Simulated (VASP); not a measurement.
# F (Fm-3m) in VASP: further runs, part 2 of 2

VASP 6.6.1. The steps go on from the part before.

## (3) Single point, PBE

This run uses another cell than the first one, of 9.74 Å³/atom.

File INCAR:

```
PREC = Accurate ; ENCUT = 520
EDIFF = 1E-7 ; ISMEAR = -1
SIGMA = 0.06122561905347299 ; LREAL = F
LASPH = T ; NELM = 80
ALGO = Normal ; ISIF = 2
LWAVE = F ; LCHARG = F
GGA = PE ; NBANDS = 10
```

File KPOINTS:

```
regular mesh
0
Gamma
  54 54 54
```

File POSCAR:

```
F
1.0
    0.0000000000      1.6949270685      1.6949270685
    1.6949270685      0.0000000000      1.6949270685
    1.6949270685      1.6949270685      0.0000000000
F
1
Direct
    0.0000000000      0.0000000000      0.0000000000
```

Potentials or basis: VASP PAW PBE potentials, release 64 (F).

On the command line:

```
> cat potpaw_PBE.64/F/POTCAR > POTCAR
> mpirun -np 1 vasp_std > vasp.out
```

It took 2.5 min on 1 thread of Intel Xeon Platinum 8488C (Sapphire Rapids), shared host; peak memory 0.4 GiB.

The run converged. Its results:

```yaml
Free_energy: -0.7820 eV
Pressure: 1.7 GPa
Band_gap_on_the_k_mesh: zero (an odd number of electrons rules out a gap without spin polarisation)
```

Levels at points of the mesh, in eV from the Fermi level:
| k point | band 2 | band 3 | band 4 | band 5 | band 6 | band 7 |
| --- | --- | --- | --- | --- | --- | --- |
| (0.00, 0.00, 0.00) | 0.57 | 0.57 | 0.57 | 14.12 | 35.67 | 35.67 |
| (0.50, 0.00, 0.00) | -4.12 | 0.14 | 0.14 | 20.93 | 22.33 | 33.52 |
| (0.50, 0.50, 0.00) | -3.54 | -0.80 | -0.80 | 19.19 | 24.54 | 25.93 |

Caveat: the atoms stand far beyond bonding distance, and open shells without spin polarisation read as a metal; an odd number of electrons without spin polarisation forces a metal; a magnetic or distorted state may lie lower.

## (4) Single point, PBE

This run uses another cell than the first one, of 9.94 Å³/atom.

File INCAR:

```
PREC     = Accurate       # precision mode
ENCUT    = 520            # plane-wave cutoff, eV
EDIFF    = 1E-6           # SCF threshold, eV
ISMEAR   = -1             # smearing method
SIGMA    = 0.06122561905347299 # smearing width, eV
LREAL    = False          # projectors in reciprocal space
LASPH    = True           # aspherical terms in the spheres
NELM     = 60             # most SCF steps
ALGO     = Normal         # electronic algorithm
ISIF     = 2              # what is computed and relaxed
LWAVE    = False          # write WAVECAR
LCHARG   = True           # write CHGCAR
GGA      = PE             # functional
LELF     = True           # ELF
LVHAR    = True         
NBANDS   = 10             # bands
```

File KPOINTS:

```
Automatic mesh
0
Gamma
  54 54 54
```

File POSCAR:

```
F
1.0
    0.0000000000      1.7066165901      1.7066165901
    1.7066165901      0.0000000000      1.7066165901
    1.7066165901      1.7066165901      0.0000000000
F
1
Direct
    0.0000000000      0.0000000000      0.0000000000
```

Potentials or basis: VASP PAW PBE potentials, release 64 (F).

On the command line:

```
> cat potpaw_PBE.64/F/POTCAR > POTCAR
> mpirun -np 1 vasp_std > vasp.out
```

OUTCAR:

```text
PREC = Accurate
   ENCUT = 520
   EDIFF = 1E-6
   ISMEAR = -1
   LREAL = False
   LASPH = True
   NELM = 60
   ISIF = 2
   GGA = PE

 ion  position               nearest neighbor table
   1  0.000  0.000  0.000-

  LATTYP: Found a face centered cubic cell.
 ALAT       =     3.4132331802

  Lattice vectors:

 A1 = (   0.0000000000,   1.7066165901,   1.7066165901)
 A2 = (   1.7066165901,   0.0000000000,   1.7066165901)
 A3 = (   1.7066165901,   1.7066165901,   0.0000000000)

Analysis of symmetry for initial positions (statically):
=====================================================================
 Subroutine PRICEL returns:
 Original cell was already a primitive cell.

 Routine SETGRP: Setting up the symmetry group for a
 face centered cubic supercell.

 Subroutine GETGRP returns: Found 48 space group operations
 (whereof 48 operations were pure point group operations)
 out of a pool of 48 trial point group operations.

The static configuration has the point symmetry O_h .

Analysis of symmetry for dynamics (positions and initial velocities):
[... 163 lines left out ...]

 k-point     1 :       0.0000    0.0000    0.0000
  band No.  band energies     occupation
      1     -25.1116      2.00000
      2      -2.8090      0.00026
      3      -2.8090      0.00026
      4      -2.8090      0.00026
      5      10.5760      0.00000
      6      32.0551      0.00000
      7      32.0551      0.00000
      8      32.0551      0.00000
      9      36.0531      0.00000
     10      42.3498      0.00000
[... 287 lines left out ...]
 k-point    24 :       0.4259    0.0000    0.0000
  band No.  band energies     occupation
      1     -23.5625      2.00000
      2      -7.1205      2.00000
      3      -3.2024      0.14735
      4      -3.2024      0.14735
      5      16.5305      0.00000
      6      19.7085      0.00000
      7      30.1257      0.00000
      8      30.1257      0.00000
      9      34.5231      0.00000
     10      42.5137      0.00000

 [... further k-points ...]

------------------------ aborting loop because EDIFF is reached ----------------------------------------

  FORCE on cell =-STRESS in cart. coord.  units (eV):
  Direction    XX          YY          ZZ          XY          YZ          ZX
  --------------------------------------------------------------------------------------
  -------------------------------------------------------------------------------------
  Total        0.0296220      0.0296220      0.0296220     -0.0000000     -0.0000000      0.0000000
  in kB        4.7740475      4.7740475      4.7740475     -0.0000000     -0.0000000      0.0000000
  external PRESSURE =       4.7740475 kB  Pullay stress =       0.0000000 kB

 VOLUME and BASIS-vectors are now :
 -----------------------------------------------------------------------------
  energy-cutoff  :      520.00
  volume of cell :        9.94
      direct lattice vectors                 reciprocal lattice vectors
     0.000000000  1.706616590  1.706616590    -0.292977346  0.292977346  0.292977346
     1.706616590  0.000000000  1.706616590     0.292977346 -0.292977346  0.292977346
     1.706616590  1.706616590  0.000000000     0.292977346  0.292977346 -0.292977346

 POSITION                                       TOTAL-FORCE (eV/Angst)
 -----------------------------------------------------------------------------------
      0.00000      0.00000      0.00000         0.000000      0.000000      0.000000
 -----------------------------------------------------------------------------------
    total drift:                                0.000000     -0.000000      0.000000

  FREE ENERGIE OF THE ION-ELECTRON SYSTEM (eV)
  ---------------------------------------------------
  free  energy   TOTEN  =        -0.7842650202 eV

  energy  without entropy=       -0.7511287218  energy(sigma->0) =       -0.76769687
```

stdout:

```text
POSCAR found type information on POSCAR F
 POSCAR found :  1 types and       1 ions
 scaLAPACK will be used
 LDA part: xc-table for (Slater+PW92), standard interpolation
 POSCAR, INCAR and KPOINTS ok, starting setup
 FFT: planning ... GRIDC
 FFT: planning ... GRID_SOFT
 FFT: planning ... GRID
 WAVECAR not read
 entering main loop
```

Wall time 2.6 min (1 thread of Intel Xeon Platinum 8488C (Sapphire Rapids), shared host); peak memory 0.4 GiB.

Results:

| Item | Value |
| --- | --- |
| Free energy | -0.7843 eV |
| Pressure | 0.5 GPa |
| Band gap on the k mesh | zero (an odd number of electrons rules out a gap without spin polarisation) |

Levels at points of the mesh, in eV from the Fermi level:
| k point | band 2 | band 3 | band 4 | band 5 | band 6 | band 7 |
| --- | --- | --- | --- | --- | --- | --- |
| (0.00, 0.00, 0.00) | 0.55 | 0.55 | 0.55 | 13.93 | 35.41 | 35.41 |
| (0.50, 0.00, 0.00) | -3.99 | 0.13 | 0.13 | 20.77 | 22.10 | 33.29 |
| (0.50, 0.50, 0.00) | -3.43 | -0.78 | -0.78 | 19.12 | 24.44 | 25.65 |

Caveat: the atoms stand far beyond bonding distance, and open shells without spin polarisation read as a metal; an odd number of electrons without spin polarisation forces a metal; a magnetic or distorted state may lie lower.

## (5) Overview

| cell | gap on the mesh (eV) | pressure (GPa) |
| --- | --- | --- |
| a = 2.380 Å, angles 60.0°, 1 atom | none | 3.1 |
| a = 2.397 Å, angles 60.0°, 1 atom | none | 1.7 |
| a = 2.414 Å, angles 60.0°, 1 atom | none | 0.5 |

Alike in all rows: task single point; level PBE; potentials or basis VASP PAW PBE potentials, release 64 (F); no spin polarisation; k mesh 54 × 54 × 54; cutoff (eV) 520; smearing fermi-dirac 0.0612256 eV.

Caveats: the atoms stand far beyond bonding distance, and open shells without spin polarisation read as a metal; an odd number of electrons without spin polarisation forces a metal; a magnetic or distorted state may lie lower; the cell stands under pressure (at least some runs).

Total energies depend on the potentials used, so only differences within one code and one set of settings carry meaning.
